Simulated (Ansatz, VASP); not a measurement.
## K in VASP and in Ansatz

File INCAR:

```
SYSTEM = K
ALGO = Normal
EDIFF = 1E-8
ENCUT = 520
GGA = PE
ISIF = 2
ISMEAR = -1
LASPH = .True.
LCHARG = .False.
LEFG = .True.
LREAL = .False.
LWAVE = .False.
NBANDS = 10
NELM = 60
PREC = Accurate
SIGMA = 0.08
```

Contents of KPOINTS:

```
k-points
0
Gamma
  10 10 10
  0 0 0
```

File POSCAR:

```
K
1.0
   -2.6050073639      2.6050073639      2.6441800000
    2.6050073639     -2.6050073639      2.6441800000
    2.6050073639      2.6050073639     -2.6441800000
K
1
Direct
    0.0000000000      0.0000000000      0.0000000000
```

Input for Ansatz:

```yaml
crystal:
  lattice:
    - [-2.6050073639, 2.6050073639, 2.64418]
    - [2.6050073639, -2.6050073639, 2.64418]
    - [2.6050073639, 2.6050073639, -2.64418]
  atoms:
    - { symbol: K, position: [0.0, 0.0, 0.0] }
kpoints:
  mp_grid: { grid: [10, 10, 10] }
scf:
  occupations: { method: fermi_dirac, width: 0.08 }
hamiltonian:
  xc: pbe
  pseudopotentials: { kind: all_electron, datasets: crystal }
output:
  forces: true
  stress: true
  eigenvalues: true
  efg: { contact_densities: true }
```

Change from the starting cell: z stretched by +1 % at fixed volume, crystal datasets.

Alike in both runs: task electric field gradients; functional PBE; k mesh 10 × 10 × 10; occupations fermi-dirac, width 0.08 eV; no spin polarisation.

|  | VASP | Ansatz |
| --- | --- | --- |
| version | VASP 6.6.1 | Ansatz 0.2.0 |
| potentials or method | VASP PAW PBE potentials, release 64 (K_sv), cutoff 520 eV | all-electron PAW with datasets made for the crystal, scalar-relativistic |

```tsv
	VASP	Ansatz	Ansatz less VASP
pressure (GPa)	0.1	0.1	+0.01
```

Ansatz ran all-electron here, and VASP with PAW potentials.
